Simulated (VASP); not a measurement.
# Cr (Im-3m) in VASP: settings compared, part 2 of 2

VASP 6.6.1. Earlier steps stand in the parts before.

### Step 5. Single point, PBE, collinear spin, ferromagnetic start

This run uses another cell than the first one, of 11.53 Å³/atom, 1.023 times its volume.

Contents of INCAR:

```
SYSTEM = Cr
PREC = Accurate
ENCUT = 520
EDIFF = 1E-6
ISMEAR = -1
SIGMA = 0.05
LREAL = .False.
LASPH = .True.
NELM = 150
ALGO = Normal
ISIF = 2
LWAVE = .False.
LCHARG = .True.
ISPIN = 2
MAGMOM = 3
LORBIT = 11
LMAXMIX = 4
GGA = PE
LELF = .True.
LVHAR = .True.
NBANDS = 16
```

Contents of KPOINTS:

```
regular mesh
0
Gamma
  12 12 12
  0 0 0
```

Contents of POSCAR:

```
Cr
1.0
   -1.4231324787      1.4231324787      1.4231324787
    1.4231324787     -1.4231324787      1.4231324787
    1.4231324787      1.4231324787     -1.4231324787
Cr
1
Direct
    0.0000000000      0.0000000000      0.0000000000
```

Potentials or basis: VASP PAW PBE potentials, release 64 (Cr_pv).

Run with:

```bash
$ cat potpaw_PBE.64/Cr_pv/POTCAR > POTCAR
$ mpirun -np 1 vasp_std > vasp.out
```

OUTCAR:

```text
SYSTEM = Cr
   PREC = Accurate
   ENCUT = 520
   EDIFF = 1E-6
   ISMEAR = -1
   LREAL = .False.
   LASPH = .True.
   NELM = 150
   ISIF = 2
   ISPIN = 2
   LORBIT = 11
   GGA = PE

 ion  position               nearest neighbor table
   1  0.000  0.000  0.000-

  LATTYP: Found a body centered cubic cell.
 ALAT       =     2.8462649574

  Lattice vectors:

 A1 = (  -1.4231324787,   1.4231324787,   1.4231324787)
 A2 = (   1.4231324787,  -1.4231324787,   1.4231324787)
[... 1121 lines left out ...]
  -------------------------------------------------------------------------------------
  Total       -0.0289171     -0.0289171     -0.0289171      0.0000000      0.0000000     -0.0000000
  in kB       -4.0185479     -4.0185479     -4.0185479      0.0000000      0.0000000     -0.0000000
  external PRESSURE =      -4.0185479 kB  Pullay stress =       0.0000000 kB

 VOLUME and BASIS-vectors are now :
 -----------------------------------------------------------------------------
  energy-cutoff  :      520.00
  volume of cell :       11.53
      direct lattice vectors                 reciprocal lattice vectors
    -1.423132479  1.423132479  1.423132479     0.000000000  0.351337635  0.351337635
     1.423132479 -1.423132479  1.423132479     0.351337635  0.000000000  0.351337635
     1.423132479  1.423132479 -1.423132479     0.351337635  0.351337635  0.000000000

 POSITION                                       TOTAL-FORCE (eV/Angst)
 -----------------------------------------------------------------------------------
      0.00000      0.00000      0.00000        -0.000000      0.000000     -0.000000
 -----------------------------------------------------------------------------------
    total drift:                                0.000000      0.000000      0.000000

  FREE ENERGIE OF THE ION-ELECTRON SYSTEM (eV)
  ---------------------------------------------------
  free  energy   TOTEN  =        -9.5218574941 eV

  energy  without entropy=       -9.5179747107  energy(sigma->0) =       -9.51991610

 total charge

# of ion       s       p       d       tot
------------------------------------------
    1        0.441   6.402   4.222  11.065

 magnetization (x)

# of ion       s       p       d       tot
------------------------------------------
    1       -0.000   0.000   0.000   0.000
```

OSZICAR:

```text
N       E                     dE             d eps       ncg     rms          rms(c)
DAV:   1     0.803081095161E+02    0.80308E+02   -0.61615E+03  4712   0.859E+02
DAV:   2    -0.818842890352E+01   -0.88497E+02   -0.84073E+02  4992   0.246E+02
DAV:   3    -0.966540955622E+01   -0.14770E+01   -0.14716E+01  5336   0.350E+01
DAV:   4    -0.967042081780E+01   -0.50113E-02   -0.50112E-02  5376   0.203E+00
DAV:   5    -0.967045614220E+01   -0.35324E-04   -0.35324E-04  5344   0.153E-01    0.187E+01
DAV:   6    -0.946904763820E+01    0.20141E+00   -0.20206E+00  4720   0.254E+01    0.409E+00
DAV:   7    -0.952142033047E+01   -0.52373E-01   -0.15480E-01  4840   0.299E+00    0.234E+00
DAV:   8    -0.952539049578E+01   -0.39702E-02   -0.58191E-03  5064   0.868E-01    0.936E-01
DAV:   9    -0.952152065936E+01    0.38698E-02   -0.20170E-03  5064   0.464E-01    0.286E-01
DAV:  10    -0.952185301043E+01   -0.33235E-03   -0.33700E-04  5000   0.160E-01    0.517E-02
DAV:  11    -0.952186368725E+01   -0.10677E-04   -0.16491E-05  5384   0.282E-02    0.229E-02
DAV:  12    -0.952186001458E+01    0.36727E-05   -0.93853E-07  4168   0.688E-03    0.857E-03
DAV:  13    -0.952185751300E+01    0.25016E-05   -0.76934E-07  3184   0.557E-03    0.187E-03
DAV:  14    -0.952185749413E+01    0.18875E-07   -0.48469E-08  2392   0.247E-03
   1 F= -.95218575E+01 E0= -.95199161E+01  d E =-.388278E-02  mag=    -0.0000
```

stdout:

```text
POSCAR found type information on POSCAR Cr
 POSCAR found :  1 types and       1 ions
 scaLAPACK will be used
 LDA part: xc-table for (Slater+PW92), standard interpolation
 POSCAR, INCAR and KPOINTS ok, starting setup
 FFT: planning ... GRIDC
 FFT: planning ... GRID_SOFT
 FFT: planning ... GRID
 WAVECAR not read
 entering main loop
```

It took 19 s on 1 thread of Intel Xeon 6975P-C, shared host; peak memory 0.13 GiB.

What came out:

| Item | Value |
| --- | --- |
| Free energy | -9.5219 eV |
| Pressure | -0.4 GPa |
| Band gap on the k mesh | zero (filled and empty bands overlap) |
| Net moment | 0.00 μB per cell |
| Valence electrons inside the program's atomic spheres | Cr 11.06 |

Levels at points of the mesh, in eV from the Fermi level:
Spin up:
| k point | band 3 | band 4 | band 5 | band 6 | band 7 | band 8 | band 9 | band 10 |
| --- | --- | --- | --- | --- | --- | --- | --- | --- |
| (0.00, 0.00, 0.00) | -42.69 | -7.86 | -0.89 | -0.89 | -0.89 | 1.17 | 1.17 | 7.15 |
| (0.50, 0.00, 0.00) | -42.70 | -4.42 | -2.44 | 1.13 | 1.17 | 1.51 | 2.87 | 7.14 |
| (0.50, 0.50, 0.50) | -43.32 | -4.30 | -4.30 | 2.48 | 2.48 | 2.48 | 7.15 | 10.64 |
Spin down:
| k point | band 3 | band 4 | band 5 | band 6 | band 7 | band 8 | band 9 | band 10 |
| --- | --- | --- | --- | --- | --- | --- | --- | --- |
| (0.00, 0.00, 0.00) | -42.69 | -7.86 | -0.89 | -0.89 | -0.89 | 1.17 | 1.17 | 7.15 |
| (0.50, 0.00, 0.00) | -42.70 | -4.42 | -2.44 | 1.13 | 1.17 | 1.51 | 2.87 | 7.14 |
| (0.50, 0.50, 0.50) | -43.32 | -4.30 | -4.30 | 2.48 | 2.48 | 2.48 | 7.15 | 10.64 |

Caveat: the starting moments collapsed, and a magnetic state may lie lower.

### Step 6. Single point, PBE, collinear spin, ferromagnetic start

This run uses another cell than the first one, of 13.08 Å³/atom, 1.161 times its volume.

Contents of INCAR:

```
SYSTEM = Cr
PREC     = Accurate       ! precision mode
ENCUT    = 520            ! plane-wave cutoff, eV
EDIFF    = 1E-6           ! SCF threshold, eV
ISMEAR   = 0              ! smearing method
SIGMA    = 0.02           ! smearing width, eV
LREAL    = .False.        ! projectors in reciprocal space
LASPH    = .True.         ! aspherical terms in the spheres
NELM     = 150            ! most SCF steps
ALGO     = Normal         ! electronic algorithm
ISIF     = 2              ! what is computed and relaxed
LWAVE    = .False.        ! write WAVECAR
LCHARG   = .False.        ! write CHGCAR
ISPIN    = 2              ! spin polarisation
MAGMOM   = 3              ! initial moments
LORBIT   = 11             ! projections on sites
LMAXMIX  = 4              ! l up to which the mixer works
GGA      = PE             ! functional
NBANDS   = 16             ! bands
```

Contents of KPOINTS:

```
Automatic mesh
0
Gamma
  12 12 12
  0 0 0
```

Contents of POSCAR:

```
Cr
1.0
   -1.4844496776      1.4844496776      1.4844496776
    1.4844496776     -1.4844496776      1.4844496776
    1.4844496776      1.4844496776     -1.4844496776
Cr
1
Direct
    0.0000000000      0.0000000000      0.0000000000
```

Potentials or basis: VASP PAW PBE potentials, release 64 (Cr_pv).

Run with:

```bash
$ cat potpaw_PBE.64/Cr_pv/POTCAR > POTCAR
$ mpirun -np 1 vasp_std > vasp.out
```

OUTCAR:

```text
SYSTEM = Cr
   PREC = Accurate
   ENCUT = 520
   EDIFF = 1E-6
   ISMEAR = 0
   LREAL = .False.
   LASPH = .True.
   NELM = 150
   ISIF = 2
   ISPIN = 2
   LORBIT = 11
   GGA = PE

 ion  position               nearest neighbor table
   1  0.000  0.000  0.000-

  LATTYP: Found a body centered cubic cell.
 ALAT       =     2.9688993552

  Lattice vectors:

 A1 = (  -1.4844496776,   1.4844496776,   1.4844496776)
 A2 = (   1.4844496776,  -1.4844496776,   1.4844496776)
 A3 = (   1.4844496776,   1.4844496776,  -1.4844496776)

Analysis of symmetry for initial positions (statically):
=====================================================================
 Subroutine PRICEL returns:
 Original cell was already a primitive cell.

 Routine SETGRP: Setting up the symmetry group for a
 body centered cubic supercell.

 Subroutine GETGRP returns: Found 48 space group operations
 (whereof 48 operations were pure point group operations)
 out of a pool of 48 trial point group operations.

The static configuration has the point symmetry O_h .

Analysis of symmetry for dynamics (positions and initial velocities):
=====================================================================
 Subroutine PRICEL returns:
 Original cell was already a primitive cell.

 Routine SETGRP: Setting up the symmetry group for a
 body centered cubic supercell.

 Subroutine GETGRP returns: Found 48 space group operations
 (whereof 48 operations were pure point group operations)
 out of a pool of 48 trial point group operations.

The dynamic configuration has the point symmetry O_h .

Analysis of structural, dynamic, and magnetic symmetry:
=====================================================================
 Subroutine PRICEL returns:
 Original cell was already a primitive cell.

 Routine SETGRP: Setting up the symmetry group for a
 body centered cubic supercell.

 Subroutine GETGRP returns: Found 48 space group operations
 (whereof 48 operations were pure point group operations)
 out of a pool of 48 trial point group operations.

The overall configuration has the point symmetry O_h .

 Subroutine INISYM returns: Found 48 space group operations
 (whereof 48 operations are pure point group operations),
 and found     1 'primitive' translations

----------------------------------------------------------------------------------------

                                     Primitive cell

  volume of cell :      13.0845

  direct lattice vectors                    reciprocal lattice vectors
    -1.484449678  1.484449678  1.484449678     0.000000000  0.336825160  0.336825160
     1.484449678 -1.484449678  1.484449678     0.336825160  0.000000000  0.336825160
     1.484449678  1.484449678 -1.484449678     0.336825160  0.336825160  0.000000000

  length of vectors
     2.571142263  2.571142263  2.571142263     0.476342709  0.476342709  0.476342709

  position of ions in fractional coordinates (direct lattice)
     0.000000000  0.000000000  0.000000000

  ion indices of the primitive-cell ions
   primitive index   ion index
                 1           1

----------------------------------------------------------------------------------------

 KPOINTS: Automatic mesh

[... 25 lines left out ...]
  0.083333  0.000000  0.000000     12.000000
  0.166667  0.000000  0.000000     12.000000
  0.250000  0.000000  0.000000     12.000000
  0.333333  0.000000  0.000000     12.000000
  0.416667  0.000000  0.000000     12.000000
[... 16 lines left out ...]
  0.333333  0.083333  0.083333     24.000000
  0.416667  0.083333  0.083333     12.000000
 [... further k-points ...]
   k-points           NKPTS =     72   k-points in BZ     NKDIM =     72   number of bands    NBANDS=     16
   number of dos      NEDOS =    301   number of ions     NIONS =      1
   total plane-waves  NPLWV =   8000
   dimension x,y,z NGX =    20 NGY =   20 NGZ =   20
   dimension x,y,z NGXF=    40 NGYF=   40 NGZF=   40
   ions per type =               1
   NGX,Y,Z   is equivalent  to a cutoff of  12.93, 12.93, 12.93 a.u.
   NGXF,Y,Z  is equivalent  to a cutoff of  25.86, 25.86, 25.86 a.u.
 SYSTEM =  Cr
   PREC   = accura    normal or accurate (medium, high low for compatibility)
   ISTART =      0    job   : 0-new  1-cont  2-samecut
   ICHARG =      2    charge: 1-file 2-atom 10-const
   ISPIN  =      2    spin polarized calculation?
   LNONCOLLINEAR =      F non collinear calculations
   LSORBIT =      F    spin-orbit coupling
   LASPH  =      T    aspherical Exc in radial PAW
   ENCUT  =  520.0 eV  38.22 Ry    6.18 a.u.   4.78  4.78  4.78*2*pi/ulx,y,z
   NELM   =    150;   NELMIN=  2; NELMDL= -5     # of ELM steps
   EDIFF  = 0.1E-05   stopping-criterion for ELM
   LREAL  =      F    real-space projection
[... 7 lines left out ...]
   TEBEG  =    0.0;   TEEND  =   0.0 temperature during run
   PSTRESS=    0.0 pullay stress
   NELECT =      12.0000    total number of electrons
   NUPDOWN=      -1.0000    fix difference up-down
   EMIN   =  10.00;   EMAX   =-10.00  energy-range for DOS
   EFERMI =   0.00;   METHOD = LEGACY
   ISMEAR =     0;   SIGMA  =   0.02  broadening in eV -4-tet -1-fermi 0-gaus
   EFERMI_NEDOS =   21; number of points for ismear=-14 and -15
   IALGO  =     38    algorithm
   IMIX   =      4    mixing-type and parameters
     AMIX     =   0.40;   BMIX     =  1.00
     AMIX_MAG =   1.60;   BMIX_MAG =  1.00
  volume/ion in A,a.u.               =      13.08        88.30
  Fermi-wavevector in a.u.,A,eV,Ry     =   1.590559  3.005721 34.421077  2.529878
  Thomas-Fermi vector in A             =   2.689235
   LORBIT       =     11    0 simple, 1 ext, 2 COOP (PROOUT), +10 PAW based schemes
   GGA     = PE    functional components
   LHFCALC =     F    Hartree Fock is set to
   AEXX    =    0.0000 exact exchange contribution
   IVDW    =     0    specifies the selected vdW correction
   LEPSILON=     F    determine dielectric tensor
   LRPA    =     F    only Hartree local field effects (RPA)
 spin polarized calculation
 Gauss-broadening in eV      SIGMA  =   0.02
  energy-cutoff  :      520.00
  volume of cell :       13.08
 maximum number of plane-waves:       370
   NGX =  9   NGY =  9   NGZ =  9

 number of electron      12.0000008 magnetization      -0.0079990

 number of electron      12.0000008 magnetization       0.0002900

 Free energy of the ion-electron system (eV)
  ---------------------------------------------------
  ext. energy  EPLUGINS =         0.00000000
  ---------------------------------------------------
  free energy    TOTEN  =        -9.38200026 eV

  energy without entropy =       -9.38183853  energy(sigma->0) =       -9.38191940

 E-fermi :   9.2758     XC(G=0): -12.9618

 val. band max:        9.2125119731   @ k =  -0.2500   0.3333   0.1667
 cond. band min:       9.2919593090   @ k =   0.4167   0.0833   0.0000
 fundamental gap:      0.0794473359
 Fermi energy:         9.2758142954

 spin component 1

 k-point     1 :       0.0000    0.0000    0.0000
  band No.  band energies     occupation
      1     -33.5544      1.00000
      2     -33.5544      1.00000
      3     -33.5544      1.00000
      4       1.9048      1.00000
      5       8.5445      1.00000
      6       8.5445      1.00000
[... 435 lines left out ...]
      5       7.1752      1.00000
      6       9.0519      1.00000
[... 8 lines left out ...]
     15      38.4269      0.00000
     16      39.7912      0.00000

 [... further k-points ...]

 spin component 2

 k-point     1 :       0.0000    0.0000    0.0000
  band No.  band energies     occupation
      1     -33.5547      1.00000
      2     -33.5547      1.00000
      3     -33.5547      1.00000
      4       1.9053      1.00000
      5       8.5445      1.00000
      6       8.5445      1.00000
[... 435 lines left out ...]
      5       7.1753      1.00000
      6       9.0522      1.00000
[... 8 lines left out ...]
     15      38.4274      0.00000
     16      39.7918      0.00000

 [... further k-points ...]
[... 5 lines left out ...]
  --------------------------------------------------------------------------------------
  -------------------------------------------------------------------------------------
  Total       -2.0835422     -2.0835422     -2.0835422      0.0000000     -0.0000000      0.0000000
  in kB     -255.1270158   -255.1270158   -255.1270158      0.0000000     -0.0000000      0.0000000
  external PRESSURE =    -255.1270158 kB  Pullay stress =       0.0000000 kB

 VOLUME and BASIS-vectors are now :
 -----------------------------------------------------------------------------
  energy-cutoff  :      520.00
  volume of cell :       13.08
      direct lattice vectors                 reciprocal lattice vectors
    -1.484449678  1.484449678  1.484449678     0.000000000  0.336825160  0.336825160
     1.484449678 -1.484449678  1.484449678     0.336825160  0.000000000  0.336825160
     1.484449678  1.484449678 -1.484449678     0.336825160  0.336825160  0.000000000

 POSITION                                       TOTAL-FORCE (eV/Angst)
 -----------------------------------------------------------------------------------
      0.00000      0.00000      0.00000        -0.000000      0.000000     -0.000000
 -----------------------------------------------------------------------------------
    total drift:                                0.000000     -0.000000      0.000000

  FREE ENERGIE OF THE ION-ELECTRON SYSTEM (eV)
  ---------------------------------------------------
  free  energy   TOTEN  =        -9.3820002647 eV

  energy  without entropy=       -9.3818385262  energy(sigma->0) =       -9.38191940

 total charge

# of ion       s       p       d       tot
------------------------------------------
    1        0.396   6.325   4.096  10.817

 magnetization (x)

# of ion       s       p       d       tot
------------------------------------------
    1        0.000   0.000  -0.000   0.000
```

Wall time 17 s (1 thread of Intel Xeon 6975P-C, shared host); peak memory 0.14 GiB.

What came out:

- Free energy: -9.3820 eV
- Pressure: -25.5 GPa
- Band gap on the k mesh: zero (filled and empty bands overlap)
- Net moment: 0.00 μB per cell
- Valence electrons inside the program's atomic spheres: Cr 10.82

Levels at points of the mesh, in eV from the Fermi level:
Spin up:
```csv
k point,band 3,band 4,band 5,band 6,band 7,band 8,band 9,band 10
"(0.00, 0.00, 0.00)",-42.83,-7.37,-0.73,-0.73,-0.73,1.02,1.02,7.11
"(0.50, 0.00, 0.00)",-42.83,-3.82,-2.03,0.88,0.99,1.29,2.41,7.09
"(0.50, 0.50, 0.50)",-43.26,-3.57,-3.57,2.09,2.09,2.09,7.10,9.57
```
Spin down:
| k point | band 3 | band 4 | band 5 | band 6 | band 7 | band 8 | band 9 | band 10 |
| --- | --- | --- | --- | --- | --- | --- | --- | --- |
| (0.00, 0.00, 0.00) | -42.83 | -7.37 | -0.73 | -0.73 | -0.73 | 1.02 | 1.02 | 7.11 |
| (0.50, 0.00, 0.00) | -42.83 | -3.82 | -2.03 | 0.88 | 0.99 | 1.29 | 2.41 | 7.09 |
| (0.50, 0.50, 0.50) | -43.26 | -3.57 | -3.57 | 2.09 | 2.09 | 2.09 | 7.10 | 9.57 |

Caveat: the starting moments collapsed, and a magnetic state may lie lower.
